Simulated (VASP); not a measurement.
# BN (P3m1) in VASP: single point with r2SCAN

Aim: the single point of BN with r2SCAN.

Program: VASP 6.6.1. These are calculated values, not measurements. Logs are shortened: lines on timing, memory, paths and dates and some standing lists are left out, and cuts for length are marked.

## (1) The cell of the first run

It takes space group P3m1 (No. 156, trigonal). Conventional cell: a = 2.544 Å, b = 2.544 Å, c = 4.208 Å, α = 90.00°, β = 90.00°, γ = 120.00°. B (site symmetry 3m) has 4 N at 1.57 to 1.70 Å within 2.1 Å. B (site symmetry 3m) has 4 N at 1.45 to 1.55 Å within 1.9 Å. N (site symmetry 3m) has 4 B at 1.55 to 1.70 Å within 2.1 Å. Within 1.9 Å of N (site symmetry 3m) lie 4 B at 1.45 to 1.57 Å.

## (2) Single point, r2SCAN (atoms displaced along a vibrational mode)

The input, POSCAR:

```
BN
1.0
    2.5439665234      0.0000000000      0.0000000000
   -1.2719832617      2.2031396356      0.0000000000
    0.0000000000      0.0000000000      4.2077449346
B N
2 2
Direct
    0.6666666667      0.3333333333      1.0121322696
    0.3333333333      0.6666666667      0.4874669122
    0.6666666667      0.3333333333      0.6073761348
    0.3333333333      0.6666666667      0.1430246834
```

The input, INCAR.step1:

```
PREC = Accurate
ENCUT = 1460
ISMEAR = 0
SIGMA = 0.05
LREAL = False
LASPH = True
NELM = 120
NBANDS = 16
GGA = PE
ALGO = Normal
EDIFF = 1E-5
LWAVE = True
LCHARG = False
GGA_COMPAT = False
```

The input, INCAR.step2:

```
PREC = Accurate
ENCUT = 1460
EDIFF = 1E-6
ISMEAR = 0
SIGMA = 0.05
LREAL = False
LASPH = True
NELM = 120
ALGO = Normal
ISIF = 2
LWAVE = False
LCHARG = True
METAGGA = R2SCAN
LMIXTAU = True
LELF = True
LVHAR = True
NBANDS = 16
ISTART = 1
GGA_COMPAT = False
```

The input, KPOINTS:

```
regular mesh
0
Gamma
  12 12 6
```

Potentials or basis: VASP PAW PBE potentials, release 64 (B_h, N_h).

Launch:

```sh
$ cat potpaw_PBE.64/B_h/POTCAR potpaw_PBE.64/N_h/POTCAR > POTCAR
$ cp INCAR.step1 INCAR
$ mpirun -np 1 vasp_std > vasp.out
$ cp INCAR.step2 INCAR
$ mpirun -np 1 vasp_std > vasp.out
```

OUTCAR:

```text
PREC = Accurate
   ENCUT = 1460
   EDIFF = 1E-6
   ISMEAR = 0
   LREAL = False
   LASPH = True
   NELM = 120
   ISIF = 2
   METAGGA = R2SCAN
   ISTART = 1

 ion  position               nearest neighbor table
   1  0.667  0.333  0.012-
   2  0.333  0.667  0.487-   4 1.45
   3  0.667  0.333  0.607-
   4  0.333  0.667  0.143-   2 1.45

  LATTYP: Found a hexagonal cell.
 ALAT       =     2.5439665234
 C/A-ratio  =     1.6540095539

  Lattice vectors:

 A1 = (   2.5439665234,   0.0000000000,   0.0000000000)
 A2 = (  -1.2719832617,   2.2031396356,   0.0000000000)
 A3 = (   0.0000000000,   0.0000000000,   4.2077449346)

Analysis of symmetry for initial positions (statically):
=====================================================================
 Subroutine PRICEL returns:
 Original cell was already a primitive cell.

 Routine SETGRP: Setting up the symmetry group for a
 hexagonal supercell.

 Subroutine GETGRP returns: Found  6 space group operations
 (whereof  6 operations were pure point group operations)
 out of a pool of 24 trial point group operations.

The static configuration has the point symmetry C_3v.

Analysis of symmetry for dynamics (positions and initial velocities):
=====================================================================
 Subroutine PRICEL returns:
 Original cell was already a primitive cell.

 Routine SETGRP: Setting up the symmetry group for a
 hexagonal supercell.

 Subroutine GETGRP returns: Found  6 space group operations
 (whereof  6 operations were pure point group operations)
 out of a pool of 24 trial point group operations.

The dynamic configuration has the point symmetry C_3v.

 Subroutine INISYM returns: Found  6 space group operations
 (whereof  6 operations are pure point group operations),
 and found     1 'primitive' translations

----------------------------------------------------------------------------------------

                                     Primitive cell

  volume of cell :      23.5832

  direct lattice vectors                    reciprocal lattice vectors
     2.543966523  0.000000000  0.000000000     0.393086934  0.226948847  0.000000000
    -1.271983262  2.203139636  0.000000000     0.000000000  0.453897694  0.000000000
     0.000000000  0.000000000  4.207744935     0.000000000  0.000000000  0.237656991

  length of vectors
     2.543966523  2.543966523  4.207744935     0.453897694  0.453897694  0.237656991

  position of ions in fractional coordinates (direct lattice)
     0.666666667  0.333333333  0.012132270
     0.333333333  0.666666667  0.487466912
     0.666666667  0.333333333  0.607376135
     0.333333333  0.666666667  0.143024683

  ion indices of the primitive-cell ions
   primitive index   ion index
                 1           1
                 2           2
                 3           3
                 4           4

----------------------------------------------------------------------------------------

 KPOINTS: regular mesh

Automatic generation of k-mesh.
 Grid dimensions read from file:
 generate k-points for:   12   12    6

 Generating k-lattice:

  Cartesian coordinates                     Fractional coordinates (reciprocal lattice)
     0.032757244  0.018912404  0.000000000     0.083333333 -0.000000000  0.000000000
     0.000000000  0.037824808  0.000000000     0.000000000  0.083333333  0.000000000
     0.000000000  0.000000000  0.039609498     0.000000000  0.000000000  0.166666667

  Length of vectors
     0.037824808  0.037824808  0.039609498

  Shift w.r.t. Gamma in fractional coordinates (k-lattice)
     0.000000000  0.000000000  0.000000000

 Subroutine IBZKPT returns following result:
 ===========================================

 Found    100 irreducible k-points:

 Following reciprocal coordinates:
            Coordinates               Weight
  0.000000  0.000000  0.000000      1.000000
  0.083333  0.000000  0.000000      6.000000
  0.166667  0.000000  0.000000      6.000000
  0.250000  0.000000  0.000000      6.000000
  0.333333 -0.000000  0.000000      6.000000
  0.416667  0.000000  0.000000      6.000000
[... 16 lines left out ...]
  0.166667  0.000000  0.166667      6.000000
  0.000000  0.166667  0.166667      6.000000
 [... further k-points ...]
   k-points           NKPTS =    100   k-points in BZ     NKDIM =    100   number of bands    NBANDS=     16
   number of dos      NEDOS =    301   number of ions     NIONS =      4
   total plane-waves  NPLWV =  55296
   dimension x,y,z NGX =    32 NGY =   32 NGZ =   54
   dimension x,y,z NGXF=    64 NGYF=   64 NGZF=  108
   ions per type =               2   2
   NGX,Y,Z   is equivalent  to a cutoff of  20.91, 20.91, 21.34 a.u.
   NGXF,Y,Z  is equivalent  to a cutoff of  41.82, 41.82, 42.67 a.u.
 SYSTEM =  unknown system
   PREC   = accura    normal or accurate (medium, high low for compatibility)
   ISTART =      1    job   : 0-new  1-cont  2-samecut
   ICHARG =      0    charge: 1-file 2-atom 10-const
   ISPIN  =      1    spin polarized calculation?
   LNONCOLLINEAR =      F non collinear calculations
   LSORBIT =      F    spin-orbit coupling
   LASPH  =      T    aspherical Exc in radial PAW
   ENCUT  = 1460.0 eV 107.31 Ry   10.36 a.u.   7.93  7.93 13.11*2*pi/ulx,y,z
   NELM   =    120;   NELMIN=  2; NELMDL=  0     # of ELM steps
   EDIFF  = 0.1E-05   stopping-criterion for ELM
   LREAL  =      F    real-space projection
[... 7 lines left out ...]
   TEBEG  =    0.0;   TEEND  =   0.0 temperature during run
   PSTRESS=    0.0 pullay stress
   NELECT =      16.0000    total number of electrons
   NUPDOWN=      -1.0000    fix difference up-down
   EMIN   =  10.00;   EMAX   =-10.00  energy-range for DOS
   EFERMI =   0.00;   METHOD = LEGACY
   ISMEAR =     0;   SIGMA  =   0.05  broadening in eV -4-tet -1-fermi 0-gaus
   EFERMI_NEDOS =   21; number of points for ismear=-14 and -15
   IALGO  =     38    algorithm
   IMIX   =      4    mixing-type and parameters
     AMIX     =   0.40;   BMIX     =  1.00
     AMIX_MAG =   1.60;   BMIX_MAG =  1.00
  volume/ion in A,a.u.               =       5.90        39.79
  Fermi-wavevector in a.u.,A,eV,Ry     =   1.438513  2.718396 28.154815  2.069321
  Thomas-Fermi vector in A             =   2.557472
   LORBIT       =      0    0 simple, 1 ext, 2 COOP (PROOUT), +10 PAW based schemes
   METAGGA = R2SCAN    functional components
   LHFCALC =     F    Hartree Fock is set to
   AEXX    =    0.0000 exact exchange contribution
   IVDW    =     0    specifies the selected vdW correction
   LEPSILON=     F    determine dielectric tensor
   LRPA    =     F    only Hartree local field effects (RPA)
 non-spin polarized calculation
 Gauss-broadening in eV      SIGMA  =   0.05
  energy-cutoff  :     1460.00
  volume of cell :       23.58
 maximum number of plane-waves:      3020
   NGX = 15   NGY = 15   NGZ = 27

 number of electron      16.0000000 magnetization

 Free energy of the ion-electron system (eV)
  ---------------------------------------------------
  ext. energy  EPLUGINS =         0.00000000
  ---------------------------------------------------
  free energy    TOTEN  =       -37.94352525 eV

  energy without entropy =      -37.94352525  energy(sigma->0) =      -37.94352525

 E-fermi :   9.4719     XC(G=0): -13.7443

 val. band max:        9.1689299766   @ k =   0.0000   0.0000   0.0000
 cond. band min:      14.8120846513   @ k =   0.3333   0.3333   0.0000
 fundamental gap:      5.6431546747
 Fermi energy:         9.4719306506

 k-point     1 :       0.0000    0.0000    0.0000
  band No.  band energies     occupation
      1     -12.5538      2.00000
      2      -8.0656      2.00000
      3      -2.2340      2.00000
      4       6.7342      2.00000
      5       6.7342      2.00000
      6       8.7640      2.00000
[... 8 lines left out ...]
     15      21.9899      0.00000
     16      27.2688      0.00000

 k-point     2 :       0.0833    0.0000    0.0000
  band No.  band energies     occupation
      1     -12.3978      2.00000
      2      -7.9465      2.00000
      3      -2.0798      2.00000
      4       5.9927      2.00000
      5       6.4452      2.00000
      6       8.5628      2.00000
[... 8 lines left out ...]
     15      22.4660      0.00000
     16      26.9378      0.00000

 k-point     3 :       0.1667    0.0000    0.0000
  band No.  band energies     occupation
      1     -11.9352      2.00000
      2      -7.6068      2.00000
      3      -1.6238      2.00000
      4       4.2519      2.00000
      5       5.7630      2.00000
      6       7.0763      2.00000
[... 8 lines left out ...]
     15      23.7099      0.00000
     16      25.8478      0.00000

 k-point     4 :       0.2500    0.0000    0.0000
  band No.  band energies     occupation
      1     -11.1861      2.00000
      2      -7.1145      2.00000
      3      -0.8915      2.00000
      4       2.2184      2.00000
      5       4.9952      2.00000
      6       5.2185      2.00000
[... 8 lines left out ...]
     15      25.3296      0.00000
     16      25.6286      0.00000
[... 324 lines left out ...]
 k-point    22 :       0.0000    0.0833    0.1667
  band No.  band energies     occupation
      1     -12.2469      2.00000
      2      -8.4720      2.00000
      3      -1.2454      2.00000
      4       6.0897      2.00000
      5       6.5571      2.00000
      6       7.7629      2.00000
[... 8 lines left out ...]
     15      22.1413      0.00000
     16      26.7257      0.00000

 k-point    23 :       0.1667    0.0000    0.1667
  band No.  band energies     occupation
      1     -11.7870      2.00000
      2      -8.1037      2.00000
      3      -0.8405      2.00000
      4       4.3648      2.00000
      5       5.8817      2.00000
      6       6.6307      2.00000
[... 8 lines left out ...]
     15      23.4021      0.00000
     16      25.9457      0.00000

 k-point    24 :       0.0000    0.1667    0.1667
  band No.  band energies     occupation
      1     -11.7873      2.00000
      2      -8.1022      2.00000
      3      -0.8513      2.00000
      4       4.3810      2.00000
      5       5.8851      2.00000
      6       6.6926      2.00000
[... 8 lines left out ...]
     15      23.3772      0.00000
     16      26.2280      0.00000

 [... further k-points ...]

------------------------ aborting loop because EDIFF is reached ----------------------------------------

  FORCE on cell =-STRESS in cart. coord.  units (eV):
  Direction    XX          YY          ZZ          XY          YZ          ZX
  --------------------------------------------------------------------------------------
  -------------------------------------------------------------------------------------
  Total        0.0349911      0.0349911      2.1915656     -0.0000000      0.0000000      0.0000000
  in kB        2.3771993      2.3771993    148.8888679     -0.0000000      0.0000000      0.0000000
  external PRESSURE =      51.2144222 kB  Pullay stress =       0.0000000 kB

 VOLUME and BASIS-vectors are now :
 -----------------------------------------------------------------------------
  energy-cutoff  :     1460.00
  volume of cell :       23.58
      direct lattice vectors                 reciprocal lattice vectors
     2.543966523  0.000000000  0.000000000     0.393086934  0.226948847  0.000000000
    -1.271983262  2.203139636  0.000000000     0.000000000  0.453897694  0.000000000
     0.000000000  0.000000000  4.207744935     0.000000000  0.000000000  0.237656991

 POSITION                                       TOTAL-FORCE (eV/Angst)
 -----------------------------------------------------------------------------------
      1.27198      0.73438      0.05105        -0.000000      0.000000     -1.410980
     -0.00000      1.46876      2.05114         0.000000      0.000000      2.824173
      1.27198      0.73438      2.55568         0.000000     -0.000000      3.125059
     -0.00000      1.46876      0.60181        -0.000000      0.000000     -4.538252
 -----------------------------------------------------------------------------------
    total drift:                                0.000000      0.000000     -0.001766

  FREE ENERGIE OF THE ION-ELECTRON SYSTEM (eV)
  ---------------------------------------------------
  free  energy   TOTEN  =       -37.9435252491 eV

  energy  without entropy=      -37.9435252491  energy(sigma->0) =      -37.94352525
```

It took 6.1 min on 1 thread of Intel Xeon Platinum 8259CL at 2.50GHz (Skylake/Cascade Lake), shared host; peak memory 0.33 GiB.

Results:

```yaml
Free_energy: -37.9435 eV
Pressure: 5.1 GPa
Largest_force: 4.538 eV/Å
Band_gap_on_the_k_mesh: 5.64 eV (least direct gap 8.77 eV)
```

Forces in eV/Å, atoms in the order of the input:
```
B    0.000  0.000 -1.411
B    0.000  0.000  2.824
N    0.000  0.000  3.125
N    0.000  0.000 -4.538
```

Stress tensor (GPa, compression positive):
```
 0.24  0.00  0.00
 0.00  0.24  0.00
 0.00  0.00 14.89
```

Levels at points of the mesh, in eV from the valence-band top:
| k point | band 5 | band 6 | band 7 | band 8 | band 9 | band 10 | band 11 | band 12 |
| --- | --- | --- | --- | --- | --- | --- | --- | --- |
| (0.00, 0.00, 0.00) | -2.43 | -0.40 | 0.00 | 0.00 | 8.81 | 8.94 | 8.94 | 10.06 |
| (0.50, 0.00, 0.00) | -7.31 | -5.39 | -4.47 | -2.19 | 7.17 | 8.44 | 11.26 | 11.85 |
| (0.00, 0.00, 0.50) | -1.86 | -1.86 | -0.80 | -0.80 | 9.12 | 10.03 | 10.03 | 10.87 |
| (0.50, 0.00, 0.50) | -4.59 | -4.51 | -3.44 | -3.01 | 6.59 | 7.35 | 10.18 | 11.10 |

Caveat: the cell differs from its parent crystal (atoms displaced along a vibrational mode); the stress differs along the axes, from 0 to 15 GPa; the PAW data sets were made with another functional, which shifts forces and pressure a little.
